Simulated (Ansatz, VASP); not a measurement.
**B2P3: VASP beside Ansatz**

```
CELL_PARAMETERS angstrom
6.58286 0.00000 0.00000
0.00000 6.58286 0.00000
0.00000 0.00000 3.15975
ATOMIC_POSITIONS crystal
B 0.77471 0.27471 0.00000
B 0.72529 0.77471 0.00000
B 0.22529 0.72529 0.00000
B 0.27471 0.22529 0.00000
P 0.87713 0.37713 0.50000
P 0.62287 0.87713 0.50000
P 0.12287 0.62287 0.50000
P 0.37713 0.12287 0.50000
P 0.50000 0.50000 0.50000
P 0.00000 0.00000 0.50000
```

Change from the starting cell: species swapped into the Sr2Pb3 type (P4/mbm, No. 127).

Alike in both runs: functional PBE; k mesh 3 × 3 × 4; occupations gaussian, width 0.2 eV; no spin polarisation.

Ansatz relaxed the structure, and its values are those at the end. VASP's run is a single point on that final structure, the one shown.

|  | VASP | Ansatz |
| --- | --- | --- |
| version | VASP 6.6.1 | Ansatz 0.2.0 |
| potentials or method | VASP PAW PBE potentials, release 64 (B, P), cutoff 500 eV | scalar-relativistic, plane waves, PAW |
| valence electrons in the cell | 42 | 42 |

```csv
,VASP,Ansatz,Ansatz less VASP
gap on the k mesh at the Fermi level (eV),none,none,-
pressure (GPa),-0.6,-0.4,+0.17
rms of the force components (eV/Å),0.029,0.024,-0.0051
```

A gap of «none» marks a metal or a gap that the smearing closes. With one functional, cell and mesh, what is left measures potentials, basis and numerics.

The k mesh is coarse, so the values compare programs but aren't converged.
